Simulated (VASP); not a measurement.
Here is a VASP 6.6.1 calculation.

INCAR

```
PREC     = Accurate       # precision mode
ENCUT    = 520            # plane-wave cutoff, eV
EDIFF    = 1E-6           # SCF threshold, eV
ISMEAR   = 0              # smearing method
SIGMA    = 0.1            # smearing width, eV
LREAL    = F              # projectors in reciprocal space
LASPH    = T              # aspherical terms in the spheres
NELM     = 100            # most SCF steps
ALGO     = Normal         # electronic algorithm
ISIF     = 2              # what is computed and relaxed
LWAVE    = F              # write WAVECAR
LCHARG   = F              # write CHGCAR
GGA      = PS             # functional
NBANDS   = 14             # bands
```

KPOINTS

```
Automatic mesh
0
Gamma
  18 18 18
```

Contents of POSCAR:

```
Re
1.0
    0.0000000000      2.7969447079      2.7969447079
    2.7969447079      0.0000000000      2.7969447079
    2.7969447079      2.7969447079      0.0000000000
Re
2
Direct
    0.0000000000      0.0000000000      0.0000000000
    0.2500000000      0.2500000000      0.2500000000
```

Potentials or basis: VASP PAW PBE potentials, release 64 (Re).

Run with:

```sh
$ cat potpaw_PBE.64/Re/POTCAR > POTCAR
$ mpirun -np 1 vasp_std > vasp.out
```

(1) Predict the band gap on the k mesh.

(2) Estimate the pressure.

Results:

(1) zero (bands 7 and 8 overlap by 1.34 eV).

(2) -1.7 GPa.

Caveat: the PAW data sets were made with another functional, which shifts forces and pressure a little; spin-orbit coupling is left out, which moves the levels of the heavy elements.
